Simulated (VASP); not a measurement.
Write the native input for VASP 6.6.1 that does the following.

```
Task                   : single point
Functional             : revPBE
Potentials or basis    : VASP PAW PBE potentials, release 64 (Os, Te)
Cutoff                 : 520 eV
k mesh                 : 10 × 10 × 10
Occupations            : gaussian, width 0.05 eV
Spin                   : collinear spin
Starting moments       : [1.0, 0.0] μB
Dipole correction      : no
Further INCAR settings : ALGO = Normal; EDIFF = 1e-06; NBANDS = 18
```

The structure of TeOs lies in POSCAR:

```
TeOs
1.0
    0.0000000000      2.7330707412      2.7330707412
    2.7330707412      0.0000000000      2.7330707412
    2.7330707412      2.7330707412      0.0000000000
Os Te
1 1
Direct
    0.5000000000      0.5000000000      0.5000000000
    0.0000000000      0.0000000000      0.0000000000
```

These files were run (other wordings do the same):

INCAR

```
PREC = Accurate ; ENCUT = 520
EDIFF = 1E-6 ; ISMEAR = 0
SIGMA = 0.05 ; LREAL = False
LASPH = True ; NELM = 150
ALGO = Normal ; ISIF = 2
LWAVE = False ; LCHARG = True
ISPIN = 2 ; MAGMOM = 1 0
LORBIT = 11 ; LMAXMIX = 4
GGA = RE ; LELF = True
LVHAR = True ; NBANDS = 18
```

KPOINTS

```
regular mesh
0
Gamma
  10 10 10
```

Potentials or basis: VASP PAW PBE potentials, release 64 (Os, Te).

Run with:

```sh
$ cat potpaw_PBE.64/Os/POTCAR potpaw_PBE.64/Te/POTCAR > POTCAR
$ mpirun -np 1 vasp_std > vasp.out
```

It gave:

```json
{
  "Pressure": "1.6 GPa",
  "Band gap on the k mesh": "zero (filled and empty bands overlap)",
  "Net moment": "0.00 μB per cell",
  "Valence electrons inside the program's atomic spheres": "Os 7.15; Te 3.35"
}
```

Caveat: the PAW data sets were made with another functional, which shifts forces and pressure a little; spin-orbit coupling is left out, which moves the levels of the heavy elements.

It took 36 s on 1 thread of Intel(R) Xeon(R) 6975P-C (Granite Rapids), with other jobs on the host, peak memory 0.22 GiB.
